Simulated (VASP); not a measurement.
# CdS (P3m1) in VASP: further runs

Runs on CdS. Level: PBEsol. Tasks: single point.

All numbers are computed with VASP 6.6.1; they aren't measurements. Logs are shortened: lines on timing, memory, paths and dates and some standing lists are left out, and cuts for length are marked.

### 1 The cell of the first run

Symmetry: P3m1, No. 156, trigonal system. Conventional cell: a = 4.261 Å, b = 4.261 Å, c = 5.804 Å, α = 90.00°, β = 90.00°, γ = 120.00°. Within 3.2 Å of Cd (site symmetry 3m) lie 3 S at 2.46 Å. S (site symmetry 3m) has 3 Cd at 2.46 Å within 3.2 Å.

### 2 Single point, PBEsol

INCAR reads:

```
PREC = Accurate
ENCUT = 520
EDIFF = 1E-6
ISMEAR = 0
SIGMA = 0.01
LREAL = F
LASPH = T
NELM = 80
ALGO = Normal
ISIF = 2
LWAVE = F
LCHARG = F
GGA = PS
NBANDS = 16
```

KPOINTS reads:

```
regular mesh
0
Gamma
  3 3 2
```

POSCAR reads:

```
CdS
1.0
    4.2611695900      0.0000000000      0.0000000000
   -2.1305847900      3.6902811100      0.0000000000
    0.0000000000      0.0000000000      5.8041729400
Cd S
1 1
Direct
    0.0000000000      0.0000000000      0.4426919200
    0.6666666667      0.3333333333      0.4343080800
```

Potentials or basis: VASP PAW PBE potentials, release 64 (Cd, S).

The run is started by

```sh
> cat potpaw_PBE.64/Cd/POTCAR potpaw_PBE.64/S/POTCAR > POTCAR
> mpirun -np 1 vasp_std > vasp.out
```

OUTCAR:

```text
PREC = Accurate
   ENCUT = 520
   EDIFF = 1E-6
   ISMEAR = 0
   LREAL = F
   LASPH = T
   NELM = 80
   ISIF = 2
   GGA = PS

 ion  position               nearest neighbor table
   1  0.000  0.000  0.443-   2 2.46   2 2.46   2 2.46
   2  0.667  0.333  0.434-   1 2.46   1 2.46   1 2.46

  LATTYP: Found a hexagonal cell.
 ALAT       =     4.2611695900
 C/A-ratio  =     1.3621079418

  Lattice vectors:

 A1 = (   4.2611695900,   0.0000000000,   0.0000000000)
 A2 = (  -2.1305847900,   3.6902811100,   0.0000000000)
 A3 = (   0.0000000000,   0.0000000000,   5.8041729400)

Analysis of symmetry for initial positions (statically):
=====================================================================
 Subroutine PRICEL returns:
 Original cell was already a primitive cell.

 Routine SETGRP: Setting up the symmetry group for a
 hexagonal supercell.

 Subroutine GETGRP returns: Found  6 space group operations
 (whereof  6 operations were pure point group operations)
 out of a pool of 24 trial point group operations.

The static configuration has the point symmetry C_3v.

Analysis of symmetry for dynamics (positions and initial velocities):
=====================================================================
 Subroutine PRICEL returns:
 Original cell was already a primitive cell.

 Routine SETGRP: Setting up the symmetry group for a
 hexagonal supercell.

 Subroutine GETGRP returns: Found  6 space group operations
 (whereof  6 operations were pure point group operations)
 out of a pool of 24 trial point group operations.

The dynamic configuration has the point symmetry C_3v.

 Subroutine INISYM returns: Found  6 space group operations
 (whereof  6 operations are pure point group operations),
 and found     1 'primitive' translations

----------------------------------------------------------------------------------------

                                     Primitive cell

  volume of cell :      91.2701

  direct lattice vectors                    reciprocal lattice vectors
     4.261169590  0.000000000  0.000000000     0.234677353  0.135491033  0.000000000
    -2.130584790  3.690281110  0.000000000     0.000000000  0.270982066  0.000000000
     0.000000000  0.000000000  5.804172940     0.000000000  0.000000000  0.172289835

  length of vectors
     4.261169590  4.261169583  5.804172940     0.270982066  0.270982066  0.172289835
[... 59 lines left out ...]
   LASPH  =      T    aspherical Exc in radial PAW
   ENCUT  =  520.0 eV  38.22 Ry    6.18 a.u.   7.92  7.92 10.79*2*pi/ulx,y,z
   NELM   =     80;   NELMIN=  2; NELMDL= -5     # of ELM steps
   EDIFF  = 0.1E-05   stopping-criterion for ELM
   LREAL  =      F    real-space projection
   EDIFFG = 0.1E-04   stopping-criterion for IOM
   NSW    =      0    number of steps for IOM
   IBRION =     -1    ionic relax: 0-MD 1-quasi-New 2-CG
   NFREE  =      0    steps in history (QN), initial steepest desc. (CG)
   ISIF   =      2    stress and relaxation
   ISYM   =      2    0-nonsym 1-usesym 2-fastsym
   POTIM  = 0.5000    time-step for ionic-motion
   TEBEG  =    0.0;   TEEND  =   0.0 temperature during run
   PSTRESS=    0.0 pullay stress
   NELECT =      18.0000    total number of electrons
   NUPDOWN=      -1.0000    fix difference up-down
   EMIN   =  10.00;   EMAX   =-10.00  energy-range for DOS
   EFERMI =   0.00;   METHOD = LEGACY
   ISMEAR =     0;   SIGMA  =   0.01  broadening in eV -4-tet -1-fermi 0-gaus
   EFERMI_NEDOS =   21; number of points for ismear=-14 and -15
   IALGO  =     38    algorithm
   IMIX   =      4    mixing-type and parameters
     AMIX     =   0.40;   BMIX     =  1.00
     AMIX_MAG =   1.60;   BMIX_MAG =  1.00
  volume/ion in A,a.u.               =      45.64       307.96
  Fermi-wavevector in a.u.,A,eV,Ry     =   0.952919  1.800756 12.354841  0.908055
  Thomas-Fermi vector in A             =   2.081527
   LORBIT       =      0    0 simple, 1 ext, 2 COOP (PROOUT), +10 PAW based schemes
   GGA     = PS    functional components
   LHFCALC =     F    Hartree Fock is set to
   AEXX    =    0.0000 exact exchange contribution
   IVDW    =     0    specifies the selected vdW correction
   LEPSILON=     F    determine dielectric tensor
   LRPA    =     F    only Hartree local field effects (RPA)
 non-spin polarized calculation
 Gauss-broadening in eV      SIGMA  =   0.01
  energy-cutoff  :      520.00
  volume of cell :       91.27
 maximum number of plane-waves:      2490
 NGX is ok and might be reduce to    32
   NGX = 15   NGY = 15   NGZ = 21

 number of electron      18.0000002 magnetization

 Free energy of the ion-electron system (eV)
  ---------------------------------------------------
  ext. energy  EPLUGINS =         0.00000000
  ---------------------------------------------------
  free energy    TOTEN  =        -6.04599238 eV

  energy without entropy =       -6.04599238  energy(sigma->0) =       -6.04599238

 E-fermi :  -2.0776     XC(G=0):  -6.1746

 val. band max:       -2.1352332426   @ k =   0.0000   0.0000   0.5000
 cond. band min:      -0.7587919277   @ k =   0.0000   0.0000   0.0000
 fundamental gap:      1.3764413149
 Fermi energy:        -2.0775800465

 k-point     1 :       0.0000    0.0000    0.0000
  band No.  band energies     occupation
      1     -13.7290      2.00000
      2      -9.8296      2.00000
      3      -9.8296      2.00000
      4      -9.3248      2.00000
      5      -9.3248      2.00000
      6      -9.1126      2.00000
[... 91 lines left out ...]
      3      -9.5098      2.00000
      4      -9.4253      2.00000
      5      -9.3657      2.00000
      6      -8.7469      2.00000
[... 8 lines left out ...]
     15       7.2990      0.00000
     16       8.6762      0.00000

------------------------ aborting loop because EDIFF is reached ----------------------------------------

  FORCE on cell =-STRESS in cart. coord.  units (eV):
  Direction    XX          YY          ZZ          XY          YZ          ZX
  --------------------------------------------------------------------------------------
  -------------------------------------------------------------------------------------
  Total       -0.9726749     -0.9726749      0.0213314     -0.0000000      0.0000000      0.0000000
  in kB      -17.0745658    -17.0745657      0.3744561     -0.0000000      0.0000000      0.0000000
  external PRESSURE =     -11.2582251 kB  Pullay stress =       0.0000000 kB

 VOLUME and BASIS-vectors are now :
 -----------------------------------------------------------------------------
  energy-cutoff  :      520.00
  volume of cell :       91.27
      direct lattice vectors                 reciprocal lattice vectors
     4.261169590  0.000000000  0.000000000     0.234677353  0.135491033  0.000000000
    -2.130584790  3.690281110  0.000000000     0.000000000  0.270982066  0.000000000
     0.000000000  0.000000000  5.804172940     0.000000000  0.000000000  0.172289835

 POSITION                                       TOTAL-FORCE (eV/Angst)
 -----------------------------------------------------------------------------------
      0.00000      0.00000      2.56946         0.000000      0.000000     -0.005762
      2.13058      1.23009      2.52080        -0.000000     -0.000000      0.005762
 -----------------------------------------------------------------------------------
    total drift:                                0.000001      0.000000      0.000027

  FREE ENERGIE OF THE ION-ELECTRON SYSTEM (eV)
  ---------------------------------------------------
  free  energy   TOTEN  =        -6.0459923839 eV

  energy  without entropy=       -6.0459923839  energy(sigma->0) =       -6.04599238
```

stdout:

```text
POSCAR found type information on POSCAR CdS
 POSCAR found :  2 types and       2 ions
 scaLAPACK will be used
 -----------------------------------------------------------------------------
|                                                                             |
|                                                                             |
|     You enforced a specific xc type in the INCAR file but a different       |
|     I HOPE YOU KNOW WHAT YOU ARE DOING!                                     |
|                                                                             |
 -----------------------------------------------------------------------------

 LDA part: xc-table for (Slater+PW92), standard interpolation
 POSCAR, INCAR and KPOINTS ok, starting setup
 FFT: planning ... GRIDC
 FFT: planning ... GRID_SOFT
 FFT: planning ... GRID
 WAVECAR not read
 entering main loop
```

Wall time 5.5 s (1 thread of Intel Xeon 6975P-C (Granite Rapids), shared host); peak memory 0.2 GiB.

Results:

| Property | Result |
| --- | --- |
| Free energy | -6.0460 eV |
| Pressure | -1.1 GPa |
| Largest force | 0.006 eV/Å |
| Band gap on the k mesh | 1.38 eV, indirect (the least direct gap lies 4.4 meV higher) |

Forces on the atoms (eV/Å):
```
Cd   0.000  0.000 -0.006
S    0.000  0.000  0.006
```

Caveat: the k points lie up to 0.57 Å⁻¹ apart; the PAW data sets were made with another functional, which shifts forces and pressure a little. As with any semilocal functional, this PBEsol gap is likely too small.

### 3 Single point, PBEsol

INCAR reads:

```
ALGO = Normal
EDIFF = 1E-7
ENCUT = 520
GGA = PS
ISIF = 2
ISMEAR = 0
LASPH = T
LCHARG = F
LREAL = F
LWAVE = F
NBANDS = 16
NELM = 60
PREC = Accurate
SIGMA = 0.01
```

KPOINTS reads:

```
k-points
0
Gamma
  6 6 4
```

POSCAR is that of step 2.

Potentials or basis: VASP PAW PBE potentials, release 64 (Cd, S).

The run is started by

```sh
> cat potpaw_PBE.64/Cd/POTCAR potpaw_PBE.64/S/POTCAR > POTCAR
> mpirun -np 1 vasp_std > vasp.out
```

Wall time 14 s (1 thread of Intel Xeon 6975P-C (Granite Rapids), shared host); peak memory 0.22 GiB.

Results (log left out):

```yaml
Free_energy: -6.1711 eV
Pressure: -1.3 GPa
Largest_force: 0.014 eV/Å
Band_gap_on_the_k_mesh: 1.42 eV, indirect (the least direct gap lies 4.2 meV higher)
```

Forces in eV/Å, atoms in the order of the input:
```
Cd   0.000  0.000 -0.014
S    0.000  0.000  0.014
```

Stress tensor (GPa, compression positive):
```
-1.94  0.00  0.00
 0.00 -1.94  0.00
 0.00  0.00 -0.01
```

Levels at points of the mesh, in eV from the valence-band top:
| k point | band 7 | band 8 | band 9 | band 10 | band 11 | band 12 |
| --- | --- | --- | --- | --- | --- | --- |
| (0.00, 0.00, 0.00) | -1.05 | 0.00 | 0.00 | 1.42 | 5.68 | 6.85 |
| (0.50, 0.00, 0.00) | -3.63 | -1.32 | -0.15 | 3.64 | 5.12 | 6.83 |
| (0.00, 0.00, 0.50) | -1.26 | 0.00 | 0.00 | 1.68 | 5.14 | 6.90 |
| (0.50, 0.00, 0.50) | -3.60 | -1.31 | -0.25 | 3.79 | 4.27 | 7.86 |

Caveat: the PAW data sets were made with another functional, which shifts forces and pressure a little.

### 4 Single point, PBEsol

INCAR is that of step 3.

KPOINTS reads:

```
k-points
0
Gamma
  12 12 6
```

POSCAR is that of step 3.

The run is started by

```sh
> cat potpaw_PBE.64/Cd/POTCAR potpaw_PBE.64/S/POTCAR > POTCAR
> mpirun -np 1 vasp_std > vasp.out
```

It took 48 s on 1 thread of Intel Xeon 6975P-C (Granite Rapids), shared host; peak memory 0.3 GiB.

It converged, with:

- Free energy: -6.1749 eV
- Pressure: -1.3 GPa
- Largest force: 0.015 eV/Å
- Band gap on the k mesh: 1.42 eV, indirect (the least direct gap lies 4.2 meV higher)

Forces in eV/Å, atoms in the order of the input:
```
Cd   0.000  0.000 -0.015
S    0.000  0.000  0.015
```

Stress tensor (GPa, compression positive):
```
-1.94  0.00  0.00
 0.00 -1.94  0.00
 0.00  0.00 -0.01
```

Levels at points of the mesh, in eV from the valence-band top:
```csv
k point,band 5,band 6,band 7,band 8,band 9,band 10,band 11,band 12,band 13,band 14
"(0.00, 0.00, 0.00)",-7.11,-6.90,-1.05,0.00,0.00,1.42,5.68,6.85,6.85,6.98
"(0.50, 0.00, 0.00)",-7.13,-6.73,-3.62,-1.32,-0.15,3.64,5.12,6.84,7.52,10.14
"(0.00, 0.00, 0.50)",-7.12,-6.89,-1.26,0.00,0.00,1.68,5.14,6.90,6.90,9.29
"(0.50, 0.00, 0.50)",-7.13,-6.73,-3.59,-1.31,-0.25,3.79,4.27,7.86,7.96,10.06
```

Caveat: the PAW data sets were made with another functional, which shifts forces and pressure a little.

### 5 Overview

| k mesh | gap on the mesh (eV) | pressure (GPa) | largest force (eV/Å) |
| --- | --- | --- | --- |
| 3 × 3 × 2 | 1.38 | -1.1 | 0.01 |
| 6 × 6 × 4 | 1.42 | -1.3 | 0.01 |
| 12 × 12 × 6 | 1.42 | -1.3 | 0.01 |

Alike in all rows: task single point; level PBEsol; potentials or basis VASP PAW PBE potentials, release 64 (Cd, S); no spin polarisation; cell as given; cutoff (eV) 520; smearing gaussian 0.01 eV.

Caveats: some runs use coarse meshes; the PAW data sets were made with another functional, which shifts forces and pressure a little.

Absolute energies hang on the potentials; compare differences alone.
